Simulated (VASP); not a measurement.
# Sc (Im-3m) in VASP: notebook

Runs on Sc. Level: revPBE. Tasks: single point.

Program: VASP 6.6.1. These are calculated values, not measurements. Logs are shortened: lines on timing, memory, paths and dates and some standing lists are left out, and cuts for length are marked.

## Step 1: The cell of the first run

The structure is cubic, space group Im-3m (No. 229). The conventional cell has a = 3.615 Å, b = 3.615 Å, c = 3.615 Å, α = 90.00°, β = 90.00°, γ = 90.00°. Within 4.1 Å of Sc (site symmetry m-3m) lie 14 Sc at 3.13 to 3.61 Å.

## Step 2: Single point, revPBE (volume scaled by 0.92)

Input file INCAR:

```
SYSTEM = Sc
PREC     = Accurate       ! precision mode
ENCUT    = 520            ! plane-wave cutoff, eV
EDIFF    = 1E-6           ! SCF threshold, eV
ISMEAR   = -1             ! smearing method
SIGMA    = 0.1            ! smearing width, eV
LREAL    = .False.        ! projectors in reciprocal space
LASPH    = .True.         ! aspherical terms in the spheres
NELM     = 60             ! most SCF steps
ALGO     = Normal         ! electronic algorithm
ISIF     = 2              ! what is computed and relaxed
LWAVE    = .False.        ! write WAVECAR
LCHARG   = .True.         ! write CHGCAR
GGA      = RE             ! functional
LELF     = .True.         ! ELF
LVHAR    = .True.       
NBANDS   = 12             ! bands
```

Input file KPOINTS:

```
regular mesh
0
Gamma
  13 13 13
  0 0 0
```

Input file POSCAR:

```
Sc
1.0
   -1.8074636229      1.8074636229      1.8074636229
    1.8074636229     -1.8074636229      1.8074636229
    1.8074636229      1.8074636229     -1.8074636229
Sc
1
Direct
    0.0000000000      0.0000000000      0.0000000000
```

Potentials or basis: VASP PAW PBE potentials, release 64 (Sc_sv).

Run with:

```bash
$ cat potpaw_PBE.64/Sc_sv/POTCAR > POTCAR
$ mpirun -np 1 vasp_std > vasp.out
```

OUTCAR:

```text
SYSTEM = Sc
   PREC = Accurate
   ENCUT = 520
   EDIFF = 1E-6
   ISMEAR = -1
   LREAL = .False.
   LASPH = .True.
   NELM = 60
   ISIF = 2
   GGA = RE

 ion  position               nearest neighbor table
   1  0.000  0.000  0.000-

  LATTYP: Found a body centered cubic cell.
 ALAT       =     3.6149272458

  Lattice vectors:

 A1 = (  -1.8074636229,   1.8074636229,   1.8074636229)
 A2 = (   1.8074636229,  -1.8074636229,   1.8074636229)
 A3 = (   1.8074636229,   1.8074636229,  -1.8074636229)

Analysis of symmetry for initial positions (statically):
=====================================================================
 Subroutine PRICEL returns:
 Original cell was already a primitive cell.

 Routine SETGRP: Setting up the symmetry group for a
 body centered cubic supercell.

 Subroutine GETGRP returns: Found 48 space group operations
 (whereof 48 operations were pure point group operations)
 out of a pool of 48 trial point group operations.

The static configuration has the point symmetry O_h .

Analysis of symmetry for dynamics (positions and initial velocities):
=====================================================================
 Subroutine PRICEL returns:
 Original cell was already a primitive cell.

 Routine SETGRP: Setting up the symmetry group for a
 body centered cubic supercell.

 Subroutine GETGRP returns: Found 48 space group operations
 (whereof 48 operations were pure point group operations)
 out of a pool of 48 trial point group operations.

The dynamic configuration has the point symmetry O_h .

 Subroutine INISYM returns: Found 48 space group operations
 (whereof 48 operations are pure point group operations),
 and found     1 'primitive' translations

----------------------------------------------------------------------------------------

                                     Primitive cell

  volume of cell :      23.6194

  direct lattice vectors                    reciprocal lattice vectors
    -1.807463623  1.807463623  1.807463623     0.000000000  0.276630740  0.276630740
     1.807463623 -1.807463623  1.807463623     0.276630740  0.000000000  0.276630740
     1.807463623  1.807463623 -1.807463623     0.276630740  0.276630740  0.000000000

  length of vectors
     3.130618828  3.130618828  3.130618828     0.391214945  0.391214945  0.391214945

  position of ions in fractional coordinates (direct lattice)
     0.000000000  0.000000000  0.000000000

  ion indices of the primitive-cell ions
   primitive index   ion index
                 1           1

----------------------------------------------------------------------------------------

 KPOINTS: regular mesh

Automatic generation of k-mesh.
 Grid dimensions read from file:
 generate k-points for:   13   13   13

 Generating k-lattice:

  Cartesian coordinates                     Fractional coordinates (reciprocal lattice)
     0.000000000  0.021279288  0.021279288     0.076923077  0.000000000  0.000000000
     0.021279288  0.000000000  0.021279288     0.000000000  0.076923077  0.000000000
     0.021279288  0.021279288  0.000000000     0.000000000  0.000000000  0.076923077

  Length of vectors
     0.030093457  0.030093457  0.030093457

  Shift w.r.t. Gamma in fractional coordinates (k-lattice)
     0.000000000  0.000000000  0.000000000

 Subroutine IBZKPT returns following result:
 ===========================================

 Found     84 irreducible k-points:

 Following reciprocal coordinates:
            Coordinates               Weight
  0.000000  0.000000  0.000000      1.000000
  0.076923  0.000000  0.000000     12.000000
  0.153846  0.000000  0.000000     12.000000
  0.230769  0.000000  0.000000     12.000000
  0.307692  0.000000  0.000000     12.000000
  0.384615  0.000000  0.000000     12.000000
[... 16 lines left out ...]
  0.153846  0.076923  0.076923     24.000000
  0.230769  0.076923  0.076923     24.000000
 [... further k-points ...]
   k-points           NKPTS =     84   k-points in BZ     NKDIM =     84   number of bands    NBANDS=     12
   number of dos      NEDOS =    301   number of ions     NIONS =      1
   total plane-waves  NPLWV =  13824
   dimension x,y,z NGX =    24 NGY =   24 NGZ =   24
   dimension x,y,z NGXF=    48 NGYF=   48 NGZF=   48
   ions per type =               1
   NGX,Y,Z   is equivalent  to a cutoff of  12.74, 12.74, 12.74 a.u.
   NGXF,Y,Z  is equivalent  to a cutoff of  25.49, 25.49, 25.49 a.u.
 SYSTEM =  Sc
   PREC   = accura    normal or accurate (medium, high low for compatibility)
   ISTART =      0    job   : 0-new  1-cont  2-samecut
   ICHARG =      2    charge: 1-file 2-atom 10-const
   ISPIN  =      1    spin polarized calculation?
   LNONCOLLINEAR =      F non collinear calculations
   LSORBIT =      F    spin-orbit coupling
   LASPH  =      T    aspherical Exc in radial PAW
   ENCUT  =  520.0 eV  38.22 Ry    6.18 a.u.   5.82  5.82  5.82*2*pi/ulx,y,z
   NELM   =     60;   NELMIN=  2; NELMDL= -5     # of ELM steps
   EDIFF  = 0.1E-05   stopping-criterion for ELM
   LREAL  =      F    real-space projection
   EDIFFG = 0.1E-04   stopping-criterion for IOM
   NSW    =      0    number of steps for IOM
   IBRION =     -1    ionic relax: 0-MD 1-quasi-New 2-CG
   NFREE  =      0    steps in history (QN), initial steepest desc. (CG)
   ISIF   =      2    stress and relaxation
   ISYM   =      2    0-nonsym 1-usesym 2-fastsym
   POTIM  = 0.5000    time-step for ionic-motion
   TEBEG  =    0.0;   TEEND  =   0.0 temperature during run
   PSTRESS=    0.0 pullay stress
   NELECT =      11.0000    total number of electrons
   NUPDOWN=      -1.0000    fix difference up-down
   EMIN   =  10.00;   EMAX   =-10.00  energy-range for DOS
   EFERMI =   0.00;   METHOD = LEGACY
   ISMEAR =    -1;   SIGMA  =   0.10  broadening in eV -4-tet -1-fermi 0-gaus
   EFERMI_NEDOS =   21; number of points for ismear=-14 and -15
   IALGO  =     38    algorithm
   IMIX   =      4    mixing-type and parameters
     AMIX     =   0.40;   BMIX     =  1.00
     AMIX_MAG =   1.60;   BMIX_MAG =  1.00
  volume/ion in A,a.u.               =      23.62       159.39
  Fermi-wavevector in a.u.,A,eV,Ry     =   1.268965  2.397995 21.909068  1.610271
  Thomas-Fermi vector in A             =   2.402031
   LORBIT       =      0    0 simple, 1 ext, 2 COOP (PROOUT), +10 PAW based schemes
   GGA     = RE    functional components
   LHFCALC =     F    Hartree Fock is set to
   AEXX    =    0.0000 exact exchange contribution
   IVDW    =     0    specifies the selected vdW correction
   LEPSILON=     F    determine dielectric tensor
   LRPA    =     F    only Hartree local field effects (RPA)
 non-spin polarized calculation
  energy-cutoff  :      520.00
  volume of cell :       23.62
 maximum number of plane-waves:       652
   NGX = 11   NGY = 11   NGZ = 11

 number of electron      11.0000003 magnetization

 Free energy of the ion-electron system (eV)
  ---------------------------------------------------
  ext. energy  EPLUGINS =         0.00000000
  ---------------------------------------------------
  free energy    TOTEN  =        -5.91058806 eV

  energy without entropy =       -5.83397892  energy(sigma->0) =       -5.87228349

 E-fermi :   4.1368     XC(G=0):  -9.9629

 val. band max:        4.1249994274   @ k =   0.3077   0.3077   0.0000
 cond. band min:       4.1408321875   @ k =   0.3077   0.2308   0.0769
 fundamental gap:      0.0158327600
 Fermi energy:         4.1367871070

 k-point     1 :       0.0000    0.0000    0.0000
  band No.  band energies     occupation
      1     -45.4382      2.00000
      2     -23.7736      2.00000
      3     -23.7736      2.00000
      4     -23.7736      2.00000
      5      -1.1872      2.00000
      6       5.6739      0.00000
      7       5.6739      0.00000
      8       5.6739      0.00000
      9       7.1370      0.00000
     10       7.1370      0.00000
     11      18.4906      0.00000
     12      18.4906      0.00000

 k-point     2 :       0.0769    0.0000    0.0000
  band No.  band energies     occupation
      1     -45.4339      2.00000
      2     -23.8005      2.00000
      3     -23.7820      2.00000
      4     -23.7738      2.00000
      5      -1.0230      2.00000
      6       5.5901      0.00000
      7       5.6401      0.00000
      8       5.7967      0.00000
      9       7.0405      0.00000
     10       7.1417      0.00000
     11      18.2477      0.00000
     12      18.4673      0.00000

 k-point     3 :       0.1538    0.0000    0.0000
  band No.  band energies     occupation
      1     -45.4221      2.00000
      2     -23.8740      2.00000
      3     -23.8050      2.00000
      4     -23.7742      2.00000
      5      -0.5482      2.00000
      6       5.3679      0.00001
      7       5.4732      0.00000
      8       6.1532      0.00000
      9       6.8865      0.00000
     10       7.1627      0.00000
     11      17.3906      0.00000
     12      18.1315      0.00000

 k-point     4 :       0.2308    0.0000    0.0000
  band No.  band energies     occupation
      1     -45.4053      2.00000
      2     -23.9761      2.00000
      3     -23.8373      2.00000
      4     -23.7747      2.00000
      5       0.1791      2.00000
      6       5.0762      0.00017
      7       5.1198      0.00011
      8       6.7046      0.00000
      9       6.8771      0.00000
     10       7.2127      0.00000
     11      15.8976      0.00000
     12      17.2733      0.00000

 k-point     5 :       0.3077    0.0000    0.0000
  band No.  band energies     occupation
      1     -45.3874      2.00000
      2     -24.0824      2.00000
      3     -23.8713      2.00000
      4     -23.7752      2.00000
      5       1.0423      2.00000
      6       4.7413      0.00473
      7       4.7898      0.00291
      8       6.9868      0.00000
      9       7.2949      0.00000
     10       7.3751      0.00000
     11      14.1542      0.00000
     12      16.2790      0.00000
[... 228 lines left out ...]
      1     -45.3545      2.00000
      2     -24.1149      2.00000
      3     -24.0450      2.00000
      4     -23.8285      2.00000
      5       3.5276      1.99549
      6       3.8693      1.87107
      7       4.1250      1.05887
      8       7.2349      0.00000
      9       7.4288      0.00000
     10      10.2648      0.00000
     11      11.5472      0.00000
     12      11.6129      0.00000

 k-point    22 :       0.0769    0.0769    0.0769
  band No.  band energies     occupation
      1     -45.4151      2.00000
      2     -23.9246      2.00000
      3     -23.7926      2.00000
      4     -23.7926      2.00000
      5      -0.2441      2.00000
      6       5.2203      0.00004
      7       5.2203      0.00004
      8       6.5012      0.00000
      9       7.0399      0.00000
     10       7.0399      0.00000
     11      17.2809      0.00000
     12      17.2809      0.00000

 k-point    23 :       0.1538    0.0769    0.0769
  band No.  band energies     occupation
      1     -45.4000      2.00000
      2     -24.0105      2.00000
      3     -23.8266      2.00000
      4     -23.7949      2.00000
      5       0.4655      2.00000
      6       4.8886      0.00109
      7       4.9061      0.00091
      8       6.9908      0.00000
      9       7.1001      0.00000
     10       7.1846      0.00000
     11      15.9240      0.00000
     12      16.5223      0.00000

 k-point    24 :       0.2308    0.0769    0.0769
  band No.  band energies     occupation
      1     -45.3839      2.00000
      2     -24.0930      2.00000
      3     -23.8698      2.00000
      4     -23.7973      2.00000
      5       1.3202      2.00000
      6       4.5494      0.03177
      7       4.6299      0.01433
      8       7.0604      0.00000
      9       7.3086      0.00000
     10       7.7834      0.00000
     11      14.1977      0.00000
     12      15.7109      0.00000

 [... further k-points ...]
[... 5 lines left out ...]
  --------------------------------------------------------------------------------------
  -------------------------------------------------------------------------------------
  Total        0.7114868      0.7114868      0.7114868      0.0000000      0.0000000     -0.0000000
  in kB       48.2623803     48.2623803     48.2623803      0.0000000      0.0000000     -0.0000000
  external PRESSURE =      48.2623803 kB  Pullay stress =       0.0000000 kB

 VOLUME and BASIS-vectors are now :
 -----------------------------------------------------------------------------
  energy-cutoff  :      520.00
  volume of cell :       23.62
      direct lattice vectors                 reciprocal lattice vectors
    -1.807463623  1.807463623  1.807463623     0.000000000  0.276630740  0.276630740
     1.807463623 -1.807463623  1.807463623     0.276630740  0.000000000  0.276630740
     1.807463623  1.807463623 -1.807463623     0.276630740  0.276630740  0.000000000

 POSITION                                       TOTAL-FORCE (eV/Angst)
 -----------------------------------------------------------------------------------
      0.00000      0.00000      0.00000         0.000000      0.000000     -0.000000
 -----------------------------------------------------------------------------------
    total drift:                               -0.000000      0.000000      0.000000

  FREE ENERGIE OF THE ION-ELECTRON SYSTEM (eV)
  ---------------------------------------------------
  free  energy   TOTEN  =        -5.9105880573 eV

  energy  without entropy=       -5.8339789192  energy(sigma->0) =       -5.87228349
```

It used 24 s of CPU time on 1 thread of AMD EPYC 7R13 Processor (Zen 3), with other jobs on the host.

Results:

```yaml
Free_energy: -5.9106 eV
Pressure: 4.8 GPa
```

Caveat: the PAW data sets were made with another functional, which shifts forces and pressure a little.

(Part 1 of 2 ends here.)
